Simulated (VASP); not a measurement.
# InAs (I-4m2) in VASP: further runs, part 2 of 2

VASP 6.6.1.

### Step 4. Single point, PBEsol (30.46 Å³/atom)

This run uses another cell than the first one, of 30.46 Å³/atom.

INCAR reads:

```
PREC = Accurate
ENCUT = 520
EDIFF = 1E-6
ISMEAR = 0
SIGMA = 0.15
LREAL = F
LASPH = T
NELM = 80
ALGO = Normal
ISIF = 2
LWAVE = F
LCHARG = F
GGA = PS
NBANDS = 16
```

KPOINTS reads:

```
regular mesh
0
Gamma
  14 14 14
```

POSCAR reads:

```
InAs
1.0
    0.0000000000      2.9391639894      3.2192376664
    3.2192376664      0.0000000000      3.2192376664
    3.2192376664      2.9391639894      0.0000000000
In As
1 1
Direct
    0.0000000000      0.0000000000      0.0000000000
    0.7500000000      0.7500000000      0.7500000000
```

Potentials or basis: VASP PAW PBE potentials, release 64 (In_d, As).

On the command line:

```
$ cat potpaw_PBE.64/In_d/POTCAR potpaw_PBE.64/As/POTCAR > POTCAR
$ mpirun -np 1 vasp_std > vasp.out
```

OUTCAR:

```text
PREC = Accurate
   ENCUT = 520
   EDIFF = 1E-6
   ISMEAR = 0
   LREAL = F
   LASPH = T
   NELM = 80
   ISIF = 2
   GGA = PS

 ion  position               nearest neighbor table
   1  0.000  0.000  0.000-   2 2.71   2 2.71   2 2.71   2 2.71
   2  0.750  0.750  0.750-   1 2.71   1 2.71   1 2.71   1 2.71

  LATTYP: Found a body centered tetragonal cell.
 ALAT       =     4.5526895683
 C/A-ratio  =     1.2911769824

  Lattice vectors:

 A1 = (   0.0000000000,  -2.9391639894,   3.2192376664)
 A2 = (   0.0000000000,  -2.9391639894,  -3.2192376664)
 A3 = (   3.2192376664,   2.9391639894,   0.0000000000)

Analysis of symmetry for initial positions (statically):
=====================================================================
 Subroutine PRICEL returns:
 Original cell was already a primitive cell.

 Routine SETGRP: Setting up the symmetry group for a
 body centered tetragonal supercell.

 Subroutine GETGRP returns: Found  8 space group operations
 (whereof  8 operations were pure point group operations)
 out of a pool of 16 trial point group operations.

The static configuration has the point symmetry D_2d.

Analysis of symmetry for dynamics (positions and initial velocities):
=====================================================================
 Subroutine PRICEL returns:
 Original cell was already a primitive cell.

 Routine SETGRP: Setting up the symmetry group for a
 body centered tetragonal supercell.

 Subroutine GETGRP returns: Found  8 space group operations
 (whereof  8 operations were pure point group operations)
 out of a pool of 16 trial point group operations.

The dynamic configuration has the point symmetry D_2d.

 Subroutine INISYM returns: Found  8 space group operations
 (whereof  8 operations are pure point group operations),
 and found     1 'primitive' translations

----------------------------------------------------------------------------------------

                                     Primitive cell

  volume of cell :      60.9200

  direct lattice vectors                    reciprocal lattice vectors
     0.000000000  2.939163989  3.219237666    -0.155316274  0.170116401  0.155316274
     3.219237666  0.000000000  3.219237666     0.155316274 -0.170116401  0.155316274
     3.219237666  2.939163989  0.000000000     0.155316274  0.170116401 -0.155316274

  length of vectors
     4.359148553  4.552689568  4.359148553     0.277823469  0.277823469  0.277823469

  position of ions in fractional coordinates (direct lattice)
     0.000000000  0.000000000  0.000000000
     0.750000000  0.750000000  0.750000000

  ion indices of the primitive-cell ions
   primitive index   ion index
                 1           1
                 2           2

----------------------------------------------------------------------------------------

 KPOINTS: regular mesh

Automatic generation of k-mesh.
 Grid dimensions read from file:
 generate k-points for:   14   14   14

 Generating k-lattice:

  Cartesian coordinates                     Fractional coordinates (reciprocal lattice)
    -0.011094020  0.012151172  0.011094020     0.071428571  0.000000000  0.000000000
     0.011094020 -0.012151172  0.011094020     0.000000000  0.071428571  0.000000000
     0.011094020  0.012151172 -0.011094020     0.000000000  0.000000000  0.071428571

  Length of vectors
     0.019844534  0.019844534  0.019844534

  Shift w.r.t. Gamma in fractional coordinates (k-lattice)
     0.000000000  0.000000000  0.000000000

 Subroutine IBZKPT returns following result:
 ===========================================

 Found    244 irreducible k-points:

 Following reciprocal coordinates:
            Coordinates               Weight
  0.000000  0.000000  0.000000      1.000000
  0.071429  0.000000  0.000000      8.000000
  0.142857  0.000000  0.000000      8.000000
  0.214286  0.000000  0.000000      8.000000
  0.285714  0.000000  0.000000      8.000000
  0.357143  0.000000  0.000000      8.000000
[... 16 lines left out ...]
  0.214286  0.142857  0.000000     16.000000
  0.285714  0.142857  0.000000     16.000000
 [... further k-points ...]
   k-points           NKPTS =    244   k-points in BZ     NKDIM =    244   number of bands    NBANDS=     16
   number of dos      NEDOS =    301   number of ions     NIONS =      2
   total plane-waves  NPLWV =  36864
   dimension x,y,z NGX =    32 NGY =   36 NGZ =   32
   dimension x,y,z NGXF=    64 NGYF=   72 NGZF=   64
   ions per type =               1   1
   NGX,Y,Z   is equivalent  to a cutoff of  12.20, 13.15, 12.20 a.u.
   NGXF,Y,Z  is equivalent  to a cutoff of  24.41, 26.29, 24.41 a.u.
 SYSTEM =  unknown system
   PREC   = accura    normal or accurate (medium, high low for compatibility)
   ISTART =      0    job   : 0-new  1-cont  2-samecut
   ICHARG =      2    charge: 1-file 2-atom 10-const
   ISPIN  =      1    spin polarized calculation?
   LNONCOLLINEAR =      F non collinear calculations
   LSORBIT =      F    spin-orbit coupling
   LASPH  =      T    aspherical Exc in radial PAW
   ENCUT  =  520.0 eV  38.22 Ry    6.18 a.u.   8.11  8.46  8.11*2*pi/ulx,y,z
   NELM   =     80;   NELMIN=  2; NELMDL= -5     # of ELM steps
   EDIFF  = 0.1E-05   stopping-criterion for ELM
   LREAL  =      F    real-space projection
   EDIFFG = 0.1E-04   stopping-criterion for IOM
   NSW    =      0    number of steps for IOM
   IBRION =     -1    ionic relax: 0-MD 1-quasi-New 2-CG
   NFREE  =      0    steps in history (QN), initial steepest desc. (CG)
   ISIF   =      2    stress and relaxation
   ISYM   =      2    0-nonsym 1-usesym 2-fastsym
   POTIM  = 0.5000    time-step for ionic-motion
   TEBEG  =    0.0;   TEEND  =   0.0 temperature during run
   PSTRESS=    0.0 pullay stress
   NELECT =      18.0000    total number of electrons
   NUPDOWN=      -1.0000    fix difference up-down
   EMIN   =  10.00;   EMAX   =-10.00  energy-range for DOS
   EFERMI =   0.00;   METHOD = LEGACY
   ISMEAR =     0;   SIGMA  =   0.15  broadening in eV -4-tet -1-fermi 0-gaus
   EFERMI_NEDOS =   21; number of points for ismear=-14 and -15
   IALGO  =     38    algorithm
   IMIX   =      4    mixing-type and parameters
     AMIX     =   0.40;   BMIX     =  1.00
     AMIX_MAG =   1.60;   BMIX_MAG =  1.00
  volume/ion in A,a.u.               =      30.46       205.55
  Fermi-wavevector in a.u.,A,eV,Ry     =   1.090383  2.060525 16.176441  1.188935
  Thomas-Fermi vector in A             =   2.226606
   LORBIT       =      0    0 simple, 1 ext, 2 COOP (PROOUT), +10 PAW based schemes
   GGA     = PS    functional components
   LHFCALC =     F    Hartree Fock is set to
   AEXX    =    0.0000 exact exchange contribution
   IVDW    =     0    specifies the selected vdW correction
   LEPSILON=     F    determine dielectric tensor
   LRPA    =     F    only Hartree local field effects (RPA)
 non-spin polarized calculation
 Gauss-broadening in eV      SIGMA  =   0.15
  energy-cutoff  :      520.00
  volume of cell :       60.92
 maximum number of plane-waves:      1658
   NGX = 17   NGY = 17   NGZ = 17

 number of electron      18.0000002 magnetization

 Free energy of the ion-electron system (eV)
  ---------------------------------------------------
  ext. energy  EPLUGINS =         0.00000000
  ---------------------------------------------------
  free energy    TOTEN  =        -8.40600406 eV

  energy without entropy =       -8.40584363  energy(sigma->0) =       -8.40592385

 E-fermi :   3.6725     XC(G=0):  -8.8752

 val. band max:        3.5068283071   @ k =   0.0714   0.0714   0.0000
 cond. band min:       3.6750029191   @ k =   0.0000   0.0000   0.0000
 fundamental gap:      0.1681746120
 Fermi energy:         3.6724655128

 k-point     1 :       0.0000    0.0000    0.0000
  band No.  band energies     occupation
      1     -10.7288      2.00000
      2     -10.7288      2.00000
      3     -10.7015      2.00000
      4     -10.6407      2.00000
      5     -10.6217      2.00000
      6      -7.8440      2.00000
[... 8 lines left out ...]
     15      12.1583      0.00000
     16      13.0737      0.00000
[... 419 lines left out ...]
 k-point    24 :       0.2857    0.1429    0.0000
  band No.  band energies     occupation
      1     -10.7800      2.00000
      2     -10.7057      2.00000
      3     -10.6883      2.00000
      4     -10.6404      2.00000
      5     -10.6204      2.00000
      6      -7.2630      2.00000
[... 8 lines left out ...]
     15      12.4375      0.00000
     16      13.3227      0.00000

 [... further k-points ...]

------------------------ aborting loop because EDIFF is reached ----------------------------------------

  FORCE on cell =-STRESS in cart. coord.  units (eV):
  Direction    XX          YY          ZZ          XY          YZ          ZX
  --------------------------------------------------------------------------------------
  -------------------------------------------------------------------------------------
  Total       -1.7290222     -0.6913400     -1.7290222      0.0000000     -0.0000000      0.0000000
  in kB      -45.4727543    -18.1820300    -45.4727543      0.0000000     -0.0000000      0.0000000
  external PRESSURE =     -36.3758462 kB  Pullay stress =       0.0000000 kB

 VOLUME and BASIS-vectors are now :
 -----------------------------------------------------------------------------
  energy-cutoff  :      520.00
  volume of cell :       60.92
      direct lattice vectors                 reciprocal lattice vectors
     0.000000000  2.939163989  3.219237666    -0.155316274  0.170116401  0.155316274
     3.219237666  0.000000000  3.219237666     0.155316274 -0.170116401  0.155316274
     3.219237666  2.939163989  0.000000000     0.155316274  0.170116401 -0.155316274

 POSITION                                       TOTAL-FORCE (eV/Angst)
 -----------------------------------------------------------------------------------
      0.00000      0.00000      0.00000         0.000000      0.000000     -0.000000
      4.82886      4.40875      4.82886         0.000000      0.000000      0.000000
 -----------------------------------------------------------------------------------
    total drift:                               -0.000001     -0.000004     -0.000001

  FREE ENERGIE OF THE ION-ELECTRON SYSTEM (eV)
  ---------------------------------------------------
  free  energy   TOTEN  =        -8.4060040590 eV

  energy  without entropy=       -8.4058436334  energy(sigma->0) =       -8.40592385
```

OSZICAR:

```text
N       E                     dE             d eps       ncg     rms          rms(c)
DAV:   1     0.112593689246E+03    0.11259E+03   -0.82182E+03  7840   0.117E+03
DAV:   2    -0.783712545279E+00   -0.11338E+03   -0.10868E+03  8552   0.290E+02
DAV:   3    -0.846636249649E+01   -0.76826E+01   -0.76449E+01 10184   0.749E+01
DAV:   4    -0.866396461391E+01   -0.19760E+00   -0.19756E+00  9728   0.135E+01
DAV:   5    -0.867350251128E+01   -0.95379E-02   -0.95377E-02 11688   0.250E+00    0.376E+00
DAV:   6    -0.843118993495E+01    0.24231E+00   -0.37984E-01 12192   0.102E+01    0.205E+00
DAV:   7    -0.840710028363E+01    0.24090E-01   -0.87653E-02 10480   0.264E+00    0.642E-01
DAV:   8    -0.840565487434E+01    0.14454E-02   -0.99562E-03  9912   0.109E+00    0.146E-01
DAV:   9    -0.840593559712E+01   -0.28072E-03   -0.81981E-04 10072   0.267E-01    0.888E-02
DAV:  10    -0.840598524062E+01   -0.49643E-04   -0.86544E-05 12256   0.104E-01    0.501E-02
DAV:  11    -0.840600385649E+01   -0.18616E-04   -0.42720E-05  9320   0.740E-02    0.299E-02
DAV:  12    -0.840600405902E+01   -0.20253E-06   -0.29529E-06  8768   0.139E-02
   1 F= -.84060041E+01 E0= -.84059238E+01  d E =-.160426E-03
```

It took 68 s on 1 thread of Intel Xeon 6975P-C (Granite Rapids), shared host; peak memory 0.37 GiB.

What came out:

```
Free energy            : -8.4060 eV
Pressure               : -3.6 GPa
Band gap on the k mesh : 0.17 eV (least direct gap 0.35 eV)
```

Levels at points of the mesh, in eV from the valence-band top:
```csv
k point,band 5,band 6,band 7,band 8,band 9,band 10,band 11,band 12,band 13,band 14
"(0.00, 0.00, 0.00)",-14.13,-11.35,-0.87,-0.19,-0.19,0.17,3.66,3.85,3.85,6.94
"(0.50, 0.00, 0.00)",-14.12,-10.15,-5.40,-1.17,-0.67,0.54,4.25,4.83,6.56,8.25
"(0.50, 0.50, 0.00)",-14.12,-9.78,-5.68,-1.94,-1.90,1.66,2.14,7.96,8.09,8.56
"(0.50, 0.00, 0.50)",-14.11,-9.58,-5.23,-2.38,-2.38,1.32,1.41,8.49,8.49,8.82
```

Caveat: the cell stands under tension; semilocal functionals underestimate gaps, and a narrow one can read as zero; the PAW data sets were made with another functional, which shifts forces and pressure a little; spin-orbit coupling is left out, which moves the levels of the heavy elements.

### Step 5. The runs side by side

| cell | gap on the mesh (eV) | pressure (GPa) |
| --- | --- | --- |
| a = 4.249, b = 4.437 Å, angles 58.5, 63.0, 58.5°, 2 atoms | 0.19 | -0.1 |
| a = 4.320, b = 4.693 Å, angles 57.1, 65.8, 57.1°, 2 atoms | 0.15 | -4.0 |
| a = 4.359, b = 4.553 Å, angles 58.5, 63.0, 58.5°, 2 atoms | 0.17 | -3.6 |

Alike in all rows: task single point; level PBEsol; potentials or basis VASP PAW PBE potentials, release 64 (In_d, As); no spin polarisation; k mesh 14 × 14 × 14; cutoff (eV) 520; smearing gaussian 0.15 eV.

Caveats: semilocal functionals underestimate gaps, and a narrow one can read as zero; the PAW data sets were made with another functional, which shifts forces and pressure a little; spin-orbit coupling is left out, which moves the levels of the heavy elements; the cell stands under tension (at least some runs).

Total energies depend on the potentials used, so only differences within one code and one set of settings carry meaning.
